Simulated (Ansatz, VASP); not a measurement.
**Two plane-wave programs on H9ClO4**

```xyz
14
Lattice="6.0578 0.0000 0.0000 0.0000 6.0578 0.0000 0.0000 0.0000 6.0578" Properties=species:S:1:pos:R:3 pbc="T T T"
O    -0.0526    2.7342    0.6608
O     1.4891    0.8749    5.8225
O     5.0976    0.6822    2.2543
O     1.1474    5.1139    1.6113
H    -0.6264    3.0125   -0.0793
H     0.6092    2.0612    0.2550
H     1.4738    0.1000    6.4841
H     2.4117    1.0744    5.5985
H     5.3193    1.4817    1.7010
H     4.2306    0.3856    1.9370
H     0.3628    5.6264    1.9573
H     0.7731    4.2667    1.2532
H     2.9555    4.0965    3.8618
Cl    3.2512    3.8418    5.0994
```

Alike in both runs: functional PBEsol; k mesh 1 × 1 × 1; occupations fermi-dirac, width 0.02 eV; no spin polarisation.

Ansatz relaxed the structure, and its values are those at the end. VASP's run is a single point on that final structure, the one shown.

|  | VASP | Ansatz |
| --- | --- | --- |
| version | VASP 6.6.1 | Ansatz 0.2.0 |
| potentials or method | VASP PAW PBE potentials, release 64 (O_h, H_h, Cl), cutoff 1000 eV | scalar-relativistic, plane waves, PAW |
| valence electrons in the cell | 40 | 40 |

Ansatz gave:

- rms of the force components (eV/Å): 0.035

**Question.** What did VASP give for the same quantities?

**Answer.** rms of the force components (eV/Å): 0.052.

VASP's potentials were made for PBE, not for PBEsol.
